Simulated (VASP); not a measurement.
# Hf (Im-3m) in VASP: a series of runs

Runs on Hf. Level: PBEsol. Tasks: single point.

Everything below comes from runs of VASP 6.6.1. Logs are shortened: lines on timing, memory, paths and dates and some standing lists are left out, and cuts for length are marked.

**1. The cell of the first run**

Symmetry: Im-3m, No. 229, cubic system. Conventional cell: a = 3.262 Å, b = 3.262 Å, c = 3.262 Å, α = 90.00°, β = 90.00°, γ = 90.00°. Hf (site symmetry m-3m) has 14 Hf at 2.82 to 3.26 Å within 3.7 Å.

**2. Single point, PBEsol**

Input file INCAR:

```
PREC     = Accurate       # precision mode
ENCUT    = 500            # plane-wave cutoff, eV
EDIFF    = 1E-6           # SCF threshold, eV
ISMEAR   = 1              # smearing method
SIGMA    = 0.1            # smearing width, eV
LREAL    = F              # projectors in reciprocal space
LASPH    = T              # aspherical terms in the spheres
NELM     = 120            # most SCF steps
ALGO     = Normal         # electronic algorithm
ISIF     = 2              # what is computed and relaxed
LWAVE    = F              # write WAVECAR
LCHARG   = F              # write CHGCAR
GGA      = PS             # functional
NBANDS   = 11             # bands
GGA_COMPAT= F
```

Input file KPOINTS:

```
regular mesh
0
Gamma
  10 10 10
```

Input file POSCAR:

```
Hf
1.0
    1.6308265103      1.6308265103      1.6308265103
   -1.6308265103      1.6308265103      1.6308265103
   -1.6308265103     -1.6308265103      1.6308265103
Hf
1
Direct
    0.0000000000      0.0000000000      0.0000000000
```

Potentials or basis: VASP PAW PBE potentials, release 64 (Hf_pv).

On the command line:

```console
cat potpaw_PBE.64/Hf_pv/POTCAR > POTCAR
mpirun -np 1 vasp_std > vasp.out
```

OUTCAR:

```text
PREC = Accurate
   ENCUT = 500
   EDIFF = 1E-6
   ISMEAR = 1
   LREAL = F
   LASPH = T
   NELM = 120
   ISIF = 2
   GGA = PS

 ion  position               nearest neighbor table
   1  0.000  0.000  0.000-

  LATTYP: Found a body centered cubic cell.
 ALAT       =     3.2616530206

  Lattice vectors:

 A1 = (   1.6308265103,  -1.6308265103,  -1.6308265103)
 A2 = (   1.6308265103,   1.6308265103,   1.6308265103)
 A3 = (  -1.6308265103,  -1.6308265103,   1.6308265103)

Analysis of symmetry for initial positions (statically):
=====================================================================
 Subroutine PRICEL returns:
 Original cell was already a primitive cell.

 Routine SETGRP: Setting up the symmetry group for a
 body centered cubic supercell.

 Subroutine GETGRP returns: Found 48 space group operations
 (whereof 48 operations were pure point group operations)
 out of a pool of 48 trial point group operations.

The static configuration has the point symmetry O_h .

Analysis of symmetry for dynamics (positions and initial velocities):
=====================================================================
 Subroutine PRICEL returns:
 Original cell was already a primitive cell.

 Routine SETGRP: Setting up the symmetry group for a
 body centered cubic supercell.

 Subroutine GETGRP returns: Found 48 space group operations
 (whereof 48 operations were pure point group operations)
 out of a pool of 48 trial point group operations.

The dynamic configuration has the point symmetry O_h .

 Subroutine INISYM returns: Found 48 space group operations
 (whereof 48 operations are pure point group operations),
 and found     1 'primitive' translations

----------------------------------------------------------------------------------------

                                     Primitive cell

  volume of cell :      17.3494

  direct lattice vectors                    reciprocal lattice vectors
     1.630826510  1.630826510  1.630826510     0.306593005  0.000000000  0.306593005
    -1.630826510  1.630826510  1.630826510    -0.306593005  0.306593005  0.000000000
    -1.630826510 -1.630826510  1.630826510     0.000000000 -0.306593005  0.306593005

  length of vectors
     2.824674374  2.824674374  2.824674374     0.433587985  0.433587985  0.433587985

  position of ions in fractional coordinates (direct lattice)
     0.000000000  0.000000000  0.000000000

  ion indices of the primitive-cell ions
   primitive index   ion index
                 1           1

----------------------------------------------------------------------------------------

 KPOINTS: regular mesh

Automatic generation of k-mesh.
 Grid dimensions read from file:
 generate k-points for:   10   10   10

 Generating k-lattice:

  Cartesian coordinates                     Fractional coordinates (reciprocal lattice)
     0.030659300  0.000000000  0.030659300     0.100000000  0.000000000  0.000000000
    -0.030659300  0.030659300  0.000000000     0.000000000  0.100000000  0.000000000
     0.000000000 -0.030659300  0.030659300     0.000000000  0.000000000  0.100000000

  Length of vectors
     0.043358799  0.043358799  0.043358799

  Shift w.r.t. Gamma in fractional coordinates (k-lattice)
     0.000000000  0.000000000  0.000000000

 Subroutine IBZKPT returns following result:
 ===========================================

 Found     47 irreducible k-points:

 Following reciprocal coordinates:
            Coordinates               Weight
  0.000000  0.000000  0.000000      1.000000
  0.100000  0.000000  0.000000     12.000000
  0.200000  0.000000  0.000000     12.000000
  0.300000  0.000000  0.000000     12.000000
  0.400000  0.000000  0.000000     12.000000
  0.500000  0.000000  0.000000      6.000000
[... 16 lines left out ...]
  0.100000  0.300000  0.100000      8.000000
  0.500000  0.300000  0.100000     24.000000
 [... further k-points ...]
   k-points           NKPTS =     47   k-points in BZ     NKDIM =     47   number of bands    NBANDS=     11
   number of dos      NEDOS =    301   number of ions     NIONS =      1
   total plane-waves  NPLWV =  13824
   dimension x,y,z NGX =    24 NGY =   24 NGZ =   24
   dimension x,y,z NGXF=    48 NGYF=   48 NGZF=   48
   ions per type =               1
   NGX,Y,Z   is equivalent  to a cutoff of  14.13, 14.13, 14.13 a.u.
   NGXF,Y,Z  is equivalent  to a cutoff of  28.25, 28.25, 28.25 a.u.
 SYSTEM =  unknown system
   PREC   = accura    normal or accurate (medium, high low for compatibility)
   ISTART =      0    job   : 0-new  1-cont  2-samecut
   ICHARG =      2    charge: 1-file 2-atom 10-const
   ISPIN  =      1    spin polarized calculation?
   LNONCOLLINEAR =      F non collinear calculations
   LSORBIT =      F    spin-orbit coupling
   LASPH  =      T    aspherical Exc in radial PAW
   ENCUT  =  500.0 eV  36.75 Ry    6.06 a.u.   5.15  5.15  5.15*2*pi/ulx,y,z
   NELM   =    120;   NELMIN=  2; NELMDL= -5     # of ELM steps
   EDIFF  = 0.1E-05   stopping-criterion for ELM
   LREAL  =      F    real-space projection
   EDIFFG = 0.1E-04   stopping-criterion for IOM
   NSW    =      0    number of steps for IOM
   IBRION =     -1    ionic relax: 0-MD 1-quasi-New 2-CG
   NFREE  =      0    steps in history (QN), initial steepest desc. (CG)
   ISIF   =      2    stress and relaxation
   ISYM   =      2    0-nonsym 1-usesym 2-fastsym
   POTIM  = 0.5000    time-step for ionic-motion
   TEBEG  =    0.0;   TEEND  =   0.0 temperature during run
   PSTRESS=    0.0 pullay stress
   NELECT =      10.0000    total number of electrons
   NUPDOWN=      -1.0000    fix difference up-down
   EMIN   =  10.00;   EMAX   =-10.00  energy-range for DOS
   EFERMI =   0.00;   METHOD = LEGACY
   ISMEAR =     1;   SIGMA  =   0.10  broadening in eV -4-tet -1-fermi 0-gaus
   EFERMI_NEDOS =   21; number of points for ismear=-14 and -15
   IALGO  =     38    algorithm
   IMIX   =      4    mixing-type and parameters
     AMIX     =   0.40;   BMIX     =  1.00
     AMIX_MAG =   1.60;   BMIX_MAG =  1.00
  volume/ion in A,a.u.               =      17.35       117.08
  Fermi-wavevector in a.u.,A,eV,Ry     =   1.362429  2.574617 25.255292  1.856212
  Thomas-Fermi vector in A             =   2.488919
   LORBIT       =      0    0 simple, 1 ext, 2 COOP (PROOUT), +10 PAW based schemes
   GGA     = PS    functional components
   LHFCALC =     F    Hartree Fock is set to
   AEXX    =    0.0000 exact exchange contribution
   IVDW    =     0    specifies the selected vdW correction
   LEPSILON=     F    determine dielectric tensor
   LRPA    =     F    only Hartree local field effects (RPA)
 non-spin polarized calculation
 Methfessel and Paxton  Order N= 1 SIGMA  =   0.10
  energy-cutoff  :      500.00
  volume of cell :       17.35
 maximum number of plane-waves:       466
 NGX is ok and might be reduce to    24
   NGX = 11   NGY = 11   NGZ = 11

 number of electron      10.0000001 magnetization

 Free energy of the ion-electron system (eV)
  ---------------------------------------------------
  ext. energy  EPLUGINS =         0.00000000
  ---------------------------------------------------
  free energy    TOTEN  =       -10.03034232 eV

  energy without entropy =      -10.02821193  energy(sigma->0) =      -10.02963219

 E-fermi :   6.2873     XC(G=0): -12.6063

 val. band max:        6.2780984917   @ k =   0.3000   0.1000   0.0000
 cond. band min:       6.2982235477   @ k =   0.1000   0.3000   0.1000
 fundamental gap:      0.0201250560
 Fermi energy:         6.2873414515

 k-point     1 :       0.0000    0.0000    0.0000
  band No.  band energies     occupation
      1     -22.5118      2.00000
      2     -22.5118      2.00000
      3     -22.5118      2.00000
      4      -1.5084      2.00000
      5       7.9183     -0.00000
      6       7.9183     -0.00000
      7       7.9183     -0.00000
      8      11.5114      0.00000
      9      11.5114      0.00000
     10      20.3959      0.00000
     11      20.8594      0.00000

 k-point     2 :       0.1000    0.0000    0.0000
  band No.  band energies     occupation
      1     -22.7113      2.00000
      2     -22.5693      2.00000
      3     -22.5139      2.00000
      4      -1.0042      2.00000
      5       7.5628     -0.00000
      6       7.7600     -0.00000
      7       8.4215      0.00000
      8      10.9745      0.00000
      9      11.4956      0.00000
     10      20.3953      0.00000
     11      21.3599      0.00000

 k-point     3 :       0.2000    0.0000    0.0000
  band No.  band energies     occupation
      1     -23.2064      2.00000
      2     -22.7167      2.00000
      3     -22.5195      2.00000
      4       0.2801      2.00000
      5       6.7635     -0.00000
      6       7.1017     -0.00000
      7       9.8821      0.00000
      8      10.7036      0.00000
      9      11.5650      0.00000
     10      20.3926      0.00000
     11      22.0902      0.00000

 k-point     4 :       0.3000    0.0000    0.0000
  band No.  band energies     occupation
      1     -23.7725      2.00000
      2     -22.8936      2.00000
      3     -22.5267      2.00000
      4       1.5828      2.00000
      5       5.9503      2.00002
      6       6.7524     -0.00000
      7      11.1987      0.00000
      8      11.8945      0.00000
      9      12.1430      0.00000
     10      20.3822      0.00000
     11      20.8883      0.00000
[... 239 lines left out ...]
 k-point    22 :       0.5000    0.2000    0.1000
  band No.  band energies     occupation
      1     -24.1683      2.00000
      2     -23.3015      2.00000
      3     -22.7738      2.00000
      4       3.1269      2.00000
      5       5.8855      2.00000
      6       6.5584     -0.00086
      7       9.9246      0.00000
      8      13.5597      0.00000
      9      16.5219      0.00000
     10      19.5230      0.00000
     11      20.4616      0.00000

 k-point    23 :       0.1000    0.3000    0.1000
  band No.  band energies     occupation
      1     -23.4677      2.00000
      2     -22.6577      2.00000
      3     -22.6577      2.00000
      4       1.0762      2.00000
      5       6.2982      0.81702
      6       6.2982      0.81702
      7      11.3590      0.00000
      8      11.3590      0.00000
      9      11.4430      0.00000
     10      20.3905      0.00000
     11      22.5454      0.00000

 k-point    24 :       0.5000    0.3000    0.1000
  band No.  band energies     occupation
      1     -24.0214      2.00000
      2     -23.4714      2.00000
      3     -22.8050      2.00000
      4       3.9976      2.00000
      5       4.9060      2.00000
      6       6.5429     -0.00180
      7      10.5654      0.00000
      8      12.3921      0.00000
      9      16.8653      0.00000
     10      19.2905      0.00000
     11      20.4458      0.00000

 [... further k-points ...]
[... 5 lines left out ...]
  --------------------------------------------------------------------------------------
  -------------------------------------------------------------------------------------
  Total        3.1398377      3.1398377      3.1398377      0.0000000      0.0000000      0.0000000
  in kB      289.9576040    289.9576040    289.9576040      0.0000000      0.0000000      0.0000000
  external PRESSURE =     289.9576040 kB  Pullay stress =       0.0000000 kB

 VOLUME and BASIS-vectors are now :
 -----------------------------------------------------------------------------
  energy-cutoff  :      500.00
  volume of cell :       17.35
      direct lattice vectors                 reciprocal lattice vectors
     1.630826510  1.630826510  1.630826510     0.306593005  0.000000000  0.306593005
    -1.630826510  1.630826510  1.630826510    -0.306593005  0.306593005  0.000000000
    -1.630826510 -1.630826510  1.630826510     0.000000000 -0.306593005  0.306593005

 POSITION                                       TOTAL-FORCE (eV/Angst)
 -----------------------------------------------------------------------------------
      0.00000      0.00000      0.00000        -0.000000     -0.000000      0.000000
 -----------------------------------------------------------------------------------
    total drift:                                0.000000     -0.000000      0.000000

  FREE ENERGIE OF THE ION-ELECTRON SYSTEM (eV)
  ---------------------------------------------------
  free  energy   TOTEN  =       -10.0303423161 eV

  energy  without entropy=      -10.0282119315  energy(sigma->0) =      -10.02963219
```

Wall time 12 s (1 thread of Intel Xeon 8259CL, shared host); peak memory 0.14 GiB.

Results:

* Free energy: -10.0303 eV
* Pressure: 29.0 GPa
* Band gap on the k mesh: zero (band 5 reaches 7.92 eV, above the bottom of band 6 at 5.39 eV)

Caveat: the PAW data sets were made with another functional, which shifts forces and pressure a little; spin-orbit coupling is left out, which moves the levels of the heavy elements.

**3. Single point, PBEsol**

This run uses another cell than the first one, of 16.17 Å³/atom, 0.932 times its volume.

Input file INCAR:

```
PREC = Accurate
ENCUT = 500
EDIFF = 1E-6
ISMEAR = 1
SIGMA = 0.1
LREAL = False
LASPH = True
NELM = 120
ALGO = Normal
ISIF = 2
LWAVE = False
LCHARG = False
GGA = PS
NBANDS = 11
GGA_COMPAT = False
```

KPOINTS is that of step 2.

Input file POSCAR:

```
Hf
1.0
    1.5930511514      1.5930511514      1.5930511514
   -1.5930511514      1.5930511514      1.5930511514
   -1.5930511514     -1.5930511514      1.5930511514
Hf
1
Direct
    0.0000000000      0.0000000000      0.0000000000
```

Potentials or basis: VASP PAW PBE potentials, release 64 (Hf_pv).

On the command line:

```console
cat potpaw_PBE.64/Hf_pv/POTCAR > POTCAR
mpirun -np 1 vasp_std > vasp.out
```

Wall time 9.9 s (1 thread of Intel Xeon 8259CL, shared host); peak memory 0.12 GiB.

The run converged. Its results:

- Free energy: -9.7669 eV
- Pressure: 43.9 GPa
- Band gap on the k mesh: zero (band 5 reaches 8.50 eV, above the bottom of band 6 at 6.15 eV)

Levels at points of the mesh, in eV from the Fermi level:
| k point | band 1 | band 2 | band 3 | band 4 | band 5 | band 6 | band 7 | band 8 | band 9 | band 10 |
| --- | --- | --- | --- | --- | --- | --- | --- | --- | --- | --- |
| (0.00, 0.00, 0.00) | -28.49 | -28.49 | -28.49 | -7.90 | 1.68 | 1.68 | 1.68 | 5.52 | 5.52 | 14.35 |
| (0.50, 0.00, 0.00) | -30.75 | -29.18 | -28.52 | -4.55 | -1.27 | 3.02 | 5.64 | 7.00 | 10.97 | 12.17 |
| (0.50, 0.50, 0.50) | -30.00 | -30.00 | -30.00 | -4.31 | -4.31 | 9.57 | 9.57 | 9.57 | 10.48 | 10.48 |

Caveat: the PAW data sets were made with another functional, which shifts forces and pressure a little; spin-orbit coupling is left out, which moves the levels of the heavy elements.

**4. Single point, PBEsol**

This run uses another cell than the first one, of 18.93 Å³/atom, 1.091 times its volume.

Input file INCAR:

```
PREC = Accurate
ENCUT = 500
EDIFF = 1E-6
ISMEAR = 1
SIGMA = 0.1
LREAL = F
LASPH = T
NELM = 120
ALGO = Normal
ISIF = 2
LWAVE = F
LCHARG = T
GGA = PS
LELF = T
LVHAR = T
NBANDS = 11
GGA_COMPAT = F
```

KPOINTS is that of step 3.

Input file POSCAR:

```
Hf
1.0
    1.6788914525      1.6788914525      1.6788914525
   -1.6788914525      1.6788914525      1.6788914525
   -1.6788914525     -1.6788914525      1.6788914525
Hf
1
Direct
    0.0000000000      0.0000000000      0.0000000000
```

On the command line:

```console
cat potpaw_PBE.64/Hf_pv/POTCAR > POTCAR
mpirun -np 1 vasp_std > vasp.out
```

Run time: 12 s. Hardware: 1 thread of Intel Xeon 8259CL, shared host; peak memory 0.14 GiB.

Results (log left out):

```yaml
Free_energy: -10.2368 eV
Pressure: 13.9 GPa
Band_gap_on_the_k_mesh: zero (band 5 reaches 7.22 eV, above the bottom of band 6 at 4.69 eV)
```

Levels at points of the mesh, in eV from the Fermi level:
| k point | band 3 | band 4 | band 5 | band 6 | band 7 | band 8 |
| --- | --- | --- | --- | --- | --- | --- |
| (0.00, 0.00, 0.00) | -29.22 | -7.65 | 1.52 | 1.52 | 1.52 | 4.83 |
| (0.50, 0.00, 0.00) | -29.23 | -4.04 | -0.95 | 1.79 | 4.77 | 5.95 |
| (0.50, 0.50, 0.50) | -30.18 | -3.48 | -3.48 | 8.04 | 8.04 | 8.04 |

Caveat: the PAW data sets were made with another functional, which shifts forces and pressure a little; spin-orbit coupling is left out, which moves the levels of the heavy elements.

**5. Overview**

| cell | gap on the mesh (eV) | pressure (GPa) |
| --- | --- | --- |
| a = 2.825 Å, angles 70.5, 109.5, 70.5°, 1 atom | none | 29.0 |
| a = 2.759 Å, angles 70.5, 109.5, 70.5°, 1 atom | none | 43.9 |
| a = 2.908 Å, angles 70.5, 109.5, 70.5°, 1 atom | none | 13.9 |

Alike in all rows: task single point; level PBEsol; potentials or basis VASP PAW PBE potentials, release 64 (Hf_pv); no spin polarisation; k mesh 10 × 10 × 10; cutoff (eV) 500; smearing methfessel-paxton 0.1 eV.

Caveats: the PAW data sets were made with another functional, which shifts forces and pressure a little; spin-orbit coupling is left out, which moves the levels of the heavy elements.

Absolute energies hang on the potentials; compare differences alone.
